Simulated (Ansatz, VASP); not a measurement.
# Ga: VASP beside Ansatz

File INCAR:

```
  PREC = Accurate
  ENCUT = 520
  EDIFF = 1E-7
  ISMEAR = -1
  SIGMA = 0.03
  LREAL = F
  LASPH = T
  NELM = 80
  ALGO = Normal
  ISIF = 2
  LWAVE = F
  LCHARG = F
  GGA = PE
  NBANDS = 20
```

The input KPOINTS:

```
regular mesh
0
Gamma
  14 14 11
```

The input POSCAR:

```
Ga
1.0
    1.4106600000     -4.1070300000      0.0000000000
    1.4106600000      4.1070300000      0.0000000000
   -0.1197990000      0.0000000000      3.3299300000
Ga
2
Direct
    0.8690000000      0.1310000000      0.2500000000
    0.1310000000      0.8690000000      0.7500000000
```

Input for Ansatz:

```yaml
crystal:
  lattice:
    - [1.41066, -4.10703, 0.0]
    - [1.41066, 4.10703, 0.0]
    - [-0.119799, 0.0, 3.32993]
  atoms:
    - { symbol: Ga, position: [0.869, 0.131, 0.25] }
    - { symbol: Ga, position: [0.131, 0.869, 0.75] }
kpoints:
  mp_grid: { grid: [14, 14, 11] }
  band_path:
    path:
      - [0.0, 0.0, 0.0]
      - [-0.5, 0.5, 0.0]
      - [-0.5, 0.5, 0.5]
      - [0.0, 0.0, 0.5]
      - [0.0, 0.0, 0.0]
      - [-0.5, 0.0, 0.5]
      - [0.0, 0.0, 0.0]
      - [-0.5, 0.0, 0.0]
    npoints: 5
scf:
  occupations: { method: fermi_dirac, width: 0.03 }
hamiltonian:
  xc: pbe
  pseudopotentials: { kind: all_electron, lapw: { basis_error: 0.0005 } }
output:
  forces: true
  stress: true
  eigenvalues: true
```

Change from the starting cell: equal xx and yy strain of +2 %.

Alike in both runs: task single point; functional PBE; k mesh 14 × 14 × 11; occupations fermi-dirac, width 0.03 eV; no spin polarisation.

```csv
,VASP,Ansatz
version,VASP 6.6.1,Ansatz 0.2.0
potentials or method,"VASP PAW PBE potentials, release 64 (Ga_d), cutoff 520 eV","all-electron LAPW, scalar-relativistic"
```

Ansatz gave:

```
pressure (GPa)                                                : -0.3
traceless stress, the component that is largest in VASP (GPa) : 0.11
rms of the force components (eV/Å)                            : 0.104
```

Q: Which values does VASP return?

A: Pressure (GPa): -0.2; traceless stress, the component that is largest in VASP (GPa): 0.11; rms of the force components (eV/Å): 0.105.

Atom by atom the forces differ by 0.001 eV/Å (rms over components). Ansatz ran all-electron here, and VASP with PAW potentials.
